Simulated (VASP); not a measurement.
Wanted: the native input for a VASP 6.6.1 run.

```
Task                   : single point
Functional             : PBE
Potentials or basis    : VASP PAW PBE potentials, release 64 (Cu)
Cutoff                 : 520 eV
k mesh                 : 24 × 24 × 24
Occupations            : gaussian, width 0.15 eV
Spin                   : no spin polarisation
Dipole correction      : no
Further INCAR settings : ALGO = Fast; EDIFF = 1e-07; NBANDS = 12
```

The structure of Cu lies in POSCAR:

```
Cu
1.0
   -0.3917108446      1.6343797309      1.6343797309
    1.6343797309     -0.3917108446      1.6343797309
    1.6343797309      1.6343797309     -0.3917108446
Cu
1
Direct
    0.0000000000      0.0000000000      0.0000000000
```

This cell differs from its parent crystal: ratio of the length along [111] to the lengths across it x 0.71, volume and fractional coordinates fixed.

These files were run (other wordings do the same):

INCAR

```
PREC     = Accurate       # precision mode
ENCUT    = 520            # plane-wave cutoff, eV
EDIFF    = 1E-7           # SCF threshold, eV
ISMEAR   = 0              # smearing method
SIGMA    = 0.15           # smearing width, eV
LREAL    = False          # projectors in reciprocal space
LASPH    = True           # aspherical terms in the spheres
NELM     = 80             # most SCF steps
ALGO     = Fast           # electronic algorithm
ISIF     = 2              # what is computed and relaxed
LWAVE    = False          # write WAVECAR
LCHARG   = False          # write CHGCAR
GGA      = PE             # functional
NBANDS   = 12             # bands
```

KPOINTS

```
regular mesh
0
Gamma
  24 24 24
```

Potentials or basis: VASP PAW PBE potentials, release 64 (Cu).

The run is started by

```bash
$ cat potpaw_PBE.64/Cu/POTCAR > POTCAR
$ mpirun -np 1 vasp_std > vasp.out
```

It gave:

```
Pressure : 14.9 GPa
```

It took 72 s on 1 thread of Intel(R) Xeon(R) 6975P-C (Granite Rapids) (shared host), peak memory 0.28 GiB.
